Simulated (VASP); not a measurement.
Input of a VASP 6.6.1 run:

The input INCAR:

```
PREC = Accurate
ENCUT = 520
EDIFF = 1E-7
ISMEAR = 0
SIGMA = 0.1
LREAL = F
LASPH = T
NELM = 60
ALGO = Normal
ISIF = 2
LWAVE = F
LCHARG = F
GGA = PE
NBANDS = 30
```

The input KPOINTS:

```
regular mesh
0
Gamma
  5 5 5
```

The input POSCAR:

```
In3Se
1.0
    4.8037580000      0.0000000000      0.0000000000
    0.0000000000      4.8037580000      0.0000000000
    0.0000000000      0.0000000000      4.8037580000
In Se
3 1
Direct
    0.0000000000      0.5000000000      0.5000000000
    0.5000000000      0.0000000000      0.5000000000
    0.5000000000      0.5000000000      0.0000000000
    0.0000000000      0.0000000000      0.0000000000
```

Potentials or basis: VASP PAW PBE potentials, release 64 (In_d, Se).

Launch:

```sh
$ cat potpaw_PBE.64/In_d/POTCAR potpaw_PBE.64/Se/POTCAR > POTCAR
$ mpirun -np 1 vasp_std > vasp.out
```

Problem. What does it give for the pressure?

Solution. 0.1 GPa.
